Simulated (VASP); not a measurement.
The system is AlNi.

```
Al Ni
1.0
     2.88100    0.00000    0.00000
     0.00000    2.88100    0.00000
     0.00000    0.00000    2.88100
Al Ni
1 1
Direct
  0.00000 0.00000 0.00000
  0.50000 0.50000 0.50000
```

| Quantity | Value |
| --- | --- |
| Program | VASP 6.6.1 |
| Task | relaxation of cell and atoms |
| Functional | r2SCAN |
| Potentials or basis | VASP PAW PBE potentials, release 64 (Al, Ni) |
| Cutoff | 600 eV |
| k mesh | 14 × 14 × 14 |
| Occupations | fermi-dirac, width 0.05 eV |
| Spin | no spin polarisation |

At the start: pressure -3.4 GPa; volume 11.96 Å³/atom.

Question: Where does the relaxation end?

Answer: Over 3 steps the energy falls by 2.6 meV/atom and the volume is 11.72 Å³/atom (-2.0 %); space group Pm-3m (No. 221, to 0.05 Å).

Step by step:
```tsv
step	energy change (eV)	largest force (eV/Å)	pressure (GPa)	volume (Å³)
1	0.0000	0.0000	-3.42	23.91
2	-0.0014	0.0000	3.11	23.04
3	-0.0052	0.0000	0.02	23.44
```

Final structure:
```
Al Ni
1.0
     2.86170    0.00000    0.00000
     0.00000    2.86170    0.00000
     0.00000    0.00000    2.86170
Al Ni
1 1
Direct
  0.00000 0.00000 0.00000
  0.50000 0.50000 0.50000
```

Caveat: the PAW data sets were made with another functional, which shifts forces and pressure a little.
